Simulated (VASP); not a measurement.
## Li: single point with LDA

Li:

```
Li
1.0
     0.00000    2.20932    2.20932
     2.20932    0.00000    2.20932
     2.20932    2.20932    0.00000
Li
1
Cartesian
  0.0000 0.0000 0.0000
```

This isn't the form of Li at room conditions, which is bcc.

- Program: VASP 6.6.1
- Task: single point
- Functional: LDA
- Potentials or basis: VASP PAW LDA potentials, release 64 (Li_sv)
- Cutoff: 520 eV
- k mesh: 16 × 16 × 16
- Occupations: fermi-dirac, width 0.05 eV
- Spin: no spin polarisation
- Dipole correction: no
- Further INCAR settings: ALGO = Normal; EDIFF = 1e-06; NBANDS = 8

| Item | Value |
| --- | --- |
| Band gap on the k mesh | zero (an odd number of electrons rules out a gap without spin polarisation) |

Levels at points of the mesh, in eV from the Fermi level:
```tsv
k point	band 1	band 2	band 3	band 4	band 5	band 6
(0.00, 0.00, 0.00)	-45.73	-3.41	13.51	13.51	13.51	17.55
(0.50, 0.00, 0.00)	-45.71	0.01	2.77	11.90	11.90	15.98
(0.50, 0.50, 0.00)	-45.71	1.47	4.55	7.99	7.99	10.30
```

Wall time 20 s on 1 thread of Intel(R) Xeon(R) Platinum 8259CL CPU @ 2.50GHz (Skylake/Cascade Lake), with other jobs on the host, peak memory 0.13 GiB.
